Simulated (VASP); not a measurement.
Input of a VASP 6.6.1 run:

The input INCAR:

```
SYSTEM = Gd
  ALGO = Normal
  EDIFF = 1E-7
  ENCUT = 520
  GGA = PE
  ISIF = 2
  ISMEAR = -1
  ISPIN = 2
  LASPH = .True.
  LCHARG = .True.
  LELF = .True.
  LMAXMIX = 6
  LORBIT = 11
  LREAL = .False.
  LVHAR = .True.
  LWAVE = .False.
  MAGMOM = 7
  NBANDS = 19
  NELM = 150
  PREC = Accurate
  SIGMA = 0.1
```

The input KPOINTS:

```
k-points
0
Gamma
  14 14 14
  0 0 0
```

The input POSCAR:

```
Gd
1.0
    0.0000000000      2.3828095455      2.3828095455
    2.3828095455      0.0000000000      2.3828095455
    2.3828095455      2.3828095455      0.0000000000
Gd
1
Direct
    0.0000000000      0.0000000000      0.0000000000
```

Potentials or basis: VASP PAW PBE potentials, release 64 (Gd).

The run is started by

```console
$ cat potpaw_PBE.64/Gd/POTCAR > POTCAR
$ mpirun -np 1 vasp_std > vasp.out
```

Estimate the site moments.

Gd +6.87 μB.

What does it give for the net moment?

7.28 μB per cell.

 The state reached can hang on the start; a lower one may exist.
